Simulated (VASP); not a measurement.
Wanted: the native input for a VASP 6.6.1 run.

| Quantity | Value |
| --- | --- |
| Task | single point |
| Functional | LDA |
| Potentials or basis | VASP PAW LDA potentials, release 64 (Ga_d, N) |
| Cutoff | 520 eV |
| k mesh | 8 × 6 × 6 |
| Occupations | gaussian, width 0.05 eV |
| Spin | no spin polarisation |
| Dipole correction | no |
| Further INCAR settings | ALGO = Normal; EDIFF = 1e-06; NBANDS = 46 |

The structure of GaN lies in POSCAR:

```
GaN
1.0
   -3.1515767111      0.0000000000      0.0000000000
    0.0000000000      0.0000000000     -5.1382481593
    0.0000000000     -5.4586909876      0.0000000000
Ga N
4 4
Direct
    0.5000000000     -0.0007917228      0.1718886548
    0.0000000000     -0.0049215937      0.6614508682
    0.0000000000      0.4950784063      0.3385491318
    0.5000000000      0.4992082772      0.8281113452
    0.5000000000      0.6410508207      0.1674407463
    0.0000000000      0.6429672830      0.6659306523
    0.0000000000      0.1429672830      0.3340693477
    0.5000000000      0.1410508207      0.8325592537
```

This cell differs from its parent crystal: mode 11 frozen in at -0.030 Å and mode 13 at -0.091 Å (largest displacements).

One way to write it, as run:

INCAR

```
SYSTEM = GaN
  PREC = Accurate
  ENCUT = 520
  EDIFF = 1E-6
  ISMEAR = 0
  SIGMA = 0.05
  LREAL = .FALSE.
  LASPH = .TRUE.
  NELM = 100
  ALGO = Normal
  ISIF = 2
  LWAVE = .FALSE.
  LCHARG = .FALSE.
  NBANDS = 46
```

KPOINTS

```
regular mesh
0
G
  8 6 6
  0 0 0
```

Potentials or basis: VASP PAW LDA potentials, release 64 (Ga_d, N).

Command:

```console
$ cat potpaw_LDA.64/Ga_d/POTCAR potpaw_LDA.64/N/POTCAR > POTCAR
$ mpirun -np 1 vasp_std > vasp.out
```

It gave:

The pressure is 2.7 GPa and the largest force is 2.350 eV/Å. The band gap on the k mesh is 2.00 eV.

Caveat: the cell differs from its parent crystal (mode 11 frozen in at -0.030 Å and mode 13 at -0.091 Å (largest displacements)); forces of over 1 eV/Å act on the atoms, so gaps and moduli don't describe the material at rest.

Run time: 6.3 min on 1 thread of Oxide Virtual Turin-like Processor (shared host), peak memory 0.3 GiB.
